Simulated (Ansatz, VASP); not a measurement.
# SiC in VASP and in Ansatz

File INCAR:

```
SYSTEM = SiC
PREC = Accurate ; ENCUT = 520
EDIFF = 1E-6 ; ISMEAR = 0
SIGMA = 0.05 ; LREAL = .FALSE.
LASPH = .TRUE. ; NELM = 60
ALGO = Normal ; ISIF = 2
LWAVE = .FALSE. ; LCHARG = .FALSE.
GGA = PS ; NBANDS = 11
```

File KPOINTS:

```
regular mesh
0
G
  10 10 10
  0 0 0
```

File POSCAR:

```
SiC
1.0
    0.0000000000      2.1783895848      2.1783895848
    2.1783895848      0.0000000000      2.1783895848
    2.1783895848      2.1783895848      0.0000000000
Si C
1 1
Direct
   -0.0047117304      0.0047117304      0.0047117304
    0.7610173130      0.7389826870      0.7389826870
```

Input for Ansatz:

```yaml
crystal:
  lattice:
    - [0.0, 2.1783895848, 2.1783895848]
    - [2.1783895848, 0.0, 2.1783895848]
    - [2.1783895848, 2.1783895848, 0.0]
  atoms:
    - { symbol: Si, position: [-0.0047117304, 0.0047117304, 0.0047117304] }
    - { symbol: C, position: [0.761017313, 0.738982687, 0.738982687] }
basis:
  ecutwfc: 520.0
kpoints:
  mp_grid: { grid: [10, 10, 10] }
hamiltonian:
  xc: pbesol
scf:
  occupations: { method: gaussian, width: 0.05 }
output:
  forces: true
  stress: true
  eigenvalues: true
```

Change from the starting cell: mode 4 frozen in at -0.048 Å and mode 5 at +0.000 Å (largest displacements).

Alike in both runs: task single point; functional PBEsol; k mesh 10 × 10 × 10; occupations gaussian, width 0.05 eV; no spin polarisation.

|  | VASP | Ansatz |
| --- | --- | --- |
| version | VASP 6.6.1 | Ansatz 0.2.0 |
| potentials or method | VASP PAW PBE potentials, release 64 (Si, C), cutoff 520 eV | scalar-relativistic, plane waves, PAW |
| valence electrons in the cell | 8 | 8 |

```csv
,VASP,Ansatz,Ansatz less VASP
gap on the k mesh at the Fermi level (eV),0.91,0.92,+0.009
least direct gap on the mesh (eV),4.28,4.29,+0.008
pressure (GPa),0.9,0.6,-0.35
"traceless stress, the component that is largest in VASP (GPa)",-4.59,-4.53,+0.061
rms of the force components (eV/Å),0.755,0.753,-0.0023
```

VASP's potentials were made for PBE, not for PBEsol. Atom by atom the forces differ by 0.002 eV/Å (rms over components).
